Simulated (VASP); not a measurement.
Wanted: the native input for a VASP 6.6.1 run.

- Task: relaxation of cell and atoms
- Functional: PBE
- Potentials or basis: VASP PAW PBE potentials, release 64 (Mg)
- Cutoff: 600 eV
- k mesh: 15 × 15 × 8
- Occupations: fermi-dirac, width 0.1 eV
- Spin: no spin polarisation
- Dipole correction: no
- Further INCAR settings: ALGO = Normal; EDIFF = 1e-07; IBRION = 2; EDIFFG = -0.005; NSW = 60; ISIF = 3

The structure of Mg lies in POSCAR:

```
Mg
1.0
    3.1976727045      0.0000000000      0.0000000000
   -1.5988363523      2.7692657951      0.0000000000
    0.0000000000      0.0000000000      5.1802297813
Mg
2
Direct
    0.3333333333      0.6666666667      0.2500000000
    0.6666666667      0.3333333333      0.7500000000
```

One way to write it, as run:

INCAR

```
PREC = Accurate ; ENCUT = 600
EDIFF = 1E-7 ; ISMEAR = -1
SIGMA = 0.1 ; LREAL = False
LASPH = True ; NELM = 60
ALGO = Normal ; ISIF = 3
LWAVE = False ; LCHARG = False
GGA = PE ; IBRION = 2
NSW = 60 ; EDIFFG = -0.005
```

KPOINTS

```
Automatic mesh
0
Gamma
  15 15 8
```

Potentials or basis: VASP PAW PBE potentials, release 64 (Mg).

Command:

```bash
$ cat potpaw_PBE.64/Mg/POTCAR > POTCAR
$ mpirun -np 1 vasp_std > vasp.out
```

Results of the run:

```
Relaxed volume                        : 22.88 Å³/atom
Relaxed cell                          : a = 3.206 Å, b = 3.206 Å, c = 5.142 Å, α = 90.00°, β = 90.00°, γ = 120.00°
Space group after relaxing (to 0.1 Å) : P6_3/mmc (No. 194)
Energy gained by relaxing             : 0.2 meV/atom
Ionic steps                           : 5
Pressure after relaxing               : 0.0 GPa
Band gap on the k mesh                : zero (bands 2 and 3 overlap by 2.03 eV)
```

Run time: 41 s on 1 thread of Intel(R) Xeon(R) 6975P-C (Granite Rapids), with other jobs on the host, peak memory 0.21 GiB.
